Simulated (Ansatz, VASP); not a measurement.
**AlP: VASP beside Ansatz**

File INCAR:

```
PREC = Accurate
ENCUT = 500
EDIFF = 1E-6
ISMEAR = 0
SIGMA = 0.02
LREAL = False
LASPH = True
NELM = 120
ALGO = Normal
ISIF = 2
LWAVE = False
LCHARG = True
GGA = PE
LELF = True
LVHAR = True
NBANDS = 11
GGA_COMPAT = False
```

Contents of KPOINTS:

```
regular mesh
0
Gamma
  8 8 8
```

The input POSCAR:

```
AlP
1.0
    0.0000000000      2.8078387069      2.8078387069
    2.8078387069      0.0000000000      2.8078387069
    2.8078387069      2.8078387069      0.0000000000
Al P
1 1
Direct
    0.0000000000      0.0000000000      0.0000000000
    0.7500000000      0.7500000000      0.7500000000
```

Input for Ansatz:

```yaml
crystal:
  lattice:
    - [0.0, 2.8078387069, 2.8078387069]
    - [2.8078387069, 0.0, 2.8078387069]
    - [2.8078387069, 2.8078387069, 0.0]
  atoms:
    - { symbol: Al, position: [0.0, 0.0, 0.0] }
    - { symbol: P, position: [0.75, 0.75, 0.75] }
basis:
  ecutwfc: 420
kpoints:
  mp_grid: { grid: [8, 8, 8] }
hamiltonian:
  xc: pbe
scf:
  occupations: { method: gaussian, width: 0.02 }
output:
  forces: true
  stress: true
  eigenvalues: true
```

Alike in both runs: task single point; functional PBE; k mesh 8 × 8 × 8; occupations gaussian, width 0.02 eV; no spin polarisation.

```csv
,VASP,Ansatz
version,VASP 6.6.1,Ansatz 0.2.0
potentials or method,"VASP PAW PBE potentials, release 64 (Al, P), cutoff 500 eV","scalar-relativistic, plane waves, PAW"
valence electrons in the cell,8,8
```

```csv
,VASP,Ansatz,Ansatz less VASP
gap on the k mesh at the Fermi level (eV),1.73,1.74,+0.002
least direct gap on the mesh (eV),2.60,2.60,+0.003
pressure (GPa),-4.3,-4.3,+0.08
```

With one functional, cell and mesh, what is left measures potentials, basis and numerics.
